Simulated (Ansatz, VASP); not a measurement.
C: VASP beside Ansatz

```
C
1.0
     2.45801    0.00000    0.00000
    -1.22900    2.12870    0.00000
     0.00000    0.00000    6.58006
C
4
Cartesian
  0.0000 0.0000 0.0164
  0.0000 0.0000 3.3065
  0.0000 1.4191 0.0165
  1.2290 0.7096 3.3065
```

Alike in both runs: functional PBEsol; dispersion D3(BJ); k mesh 21 × 21 × 6; occupations gaussian, width 0.1 eV; no spin polarisation.

Ansatz relaxed the structure, and its values are those at the end. VASP's run is a single point on that final structure, the one shown.

|  | VASP | Ansatz |
| --- | --- | --- |
| version | VASP 6.6.1 | Ansatz 0.2.0 |
| potentials or method | VASP PAW PBE potentials, release 64 (C), cutoff 520 eV | scalar-relativistic, plane waves, PAW |
| valence electrons in the cell | 16 | 16 |

|  | VASP | Ansatz | Ansatz less VASP |
| --- | --- | --- | --- |
| gap on the k mesh at the Fermi level (eV) | none | none | - |
| pressure (GPa) | 0.8 | 0.0 | -0.75 |

VASP's potentials were made for PBE, not for PBEsol, and Ansatz warns of the same on its side. A gap of «none» marks a metal or a gap that the smearing closes.
